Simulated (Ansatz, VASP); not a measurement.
## One calculation of Ca, two programs

INCAR

```
SYSTEM = Ca
PREC     = Accurate       ! precision mode
ENCUT    = 520            ! plane-wave cutoff, eV
EDIFF    = 1E-6           ! SCF threshold, eV
ISMEAR   = 0              ! smearing method
SIGMA    = 0.1            ! smearing width, eV
LREAL    = .False.        ! projectors in reciprocal space
LASPH    = .True.         ! aspherical terms in the spheres
NELM     = 100            ! most SCF steps
ALGO     = Normal         ! electronic algorithm
ISIF     = 2              ! what is computed and relaxed
LWAVE    = .False.        ! write WAVECAR
LCHARG   = .False.        ! write CHGCAR
GGA      = PE             ! functional
NBANDS   = 28             ! bands
```

The input KPOINTS:

```
regular mesh
0
Gamma
  4 4 4
  0 0 0
```

File POSCAR:

```
Ca
1.0
    2.9970133809     -5.0793818907      0.0000000000
    2.9970133809      5.0793818907      0.0000000000
    0.0000000000      0.0000000000      6.0019998392
Ca
4
Direct
    0.1525000000      0.8475000000      0.0785000000
    0.6525000000      0.3475000000      0.4215000000
    0.8475000000      0.1525000000      0.9215000000
    0.3475000000      0.6525000000      0.5785000000
```

Input for Ansatz:

```yaml
crystal:
  lattice:
    - [2.9970133809, -5.0793818907, 0.0]
    - [2.9970133809, 5.0793818907, 0.0]
    - [0.0, 0.0, 6.0019998392]
  atoms:
    - { symbol: Ca, position: [0.1525, 0.8475, 0.0785] }
    - { symbol: Ca, position: [0.6525, 0.3475, 0.4215] }
    - { symbol: Ca, position: [0.8475, 0.1525, 0.9215] }
    - { symbol: Ca, position: [0.3475, 0.6525, 0.5785] }
basis:
  ecutwfc: 420
kpoints:
  mp_grid: { grid: [4, 4, 4] }
hamiltonian:
  xc: pbe
scf:
  occupations: { method: gaussian, width: 0.1 }
  lower_state_search: "off"
output:
  forces: true
  stress: true
  eigenvalues: true
```

Alike in both runs: task single point; functional PBE; k mesh 4 × 4 × 4; occupations gaussian, width 0.1 eV; no spin polarisation.

```csv
,VASP,Ansatz
version,VASP 6.6.1,Ansatz 0.2.0
potentials or method,"VASP PAW PBE potentials, release 64 (Ca_sv), cutoff 520 eV","scalar-relativistic, plane waves, PAW"
valence electrons in the cell,40,40
```

|  | VASP | Ansatz | Ansatz less VASP |
| --- | --- | --- | --- |
| gap on the k mesh at the Fermi level (eV) | none | none | - |
| pressure (GPa) | 1.6 | 1.6 | -0.01 |
| traceless stress, the component that is largest in VASP (GPa) | 2.17 | 2.17 | +0.002 |
| rms of the force components (eV/Å) | 0.145 | 0.145 | +0.0007 |

Atom by atom the forces differ by 0.001 eV/Å (rms over components). A gap of «none» marks a metal or a gap that the smearing closes. The functional is the same, so the differences come from potentials, cutoffs and numerics.
